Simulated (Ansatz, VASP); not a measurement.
# One calculation of P, two programs

```xyz
2
Lattice="0.0000 2.5417 2.5417 2.5417 0.0000 2.5417 2.5417 2.5417 0.0000" Properties=species:S:1:pos:R:3 pbc="T T T"
P    -0.6354   -0.6354   -0.6354
P     0.6354    0.6354    0.6354
```

Change from the starting cell: volume scaled by 0.84, PAW files.

Alike in both runs: task single point; functional PBEsol; k mesh 12 × 12 × 12; occupations fermi-dirac, width 0.08 eV; no spin polarisation.

```csv
,VASP,Ansatz
version,VASP 6.6.1,Ansatz 0.2.0
potentials or method,"VASP PAW PBE potentials, release 64 (P)","PAW with Ansatz's default frozen-core files, scalar-relativistic"
plane-wave cutoff (eV),520,420
valence electrons in the cell,10,10
```

Ansatz gave:

* pressure (GPa): 11.8

**Question.** What did VASP give for the same quantities?

**Answer.** Pressure (GPa): 12.0.

VASP's potentials were made for PBE, not for PBEsol.
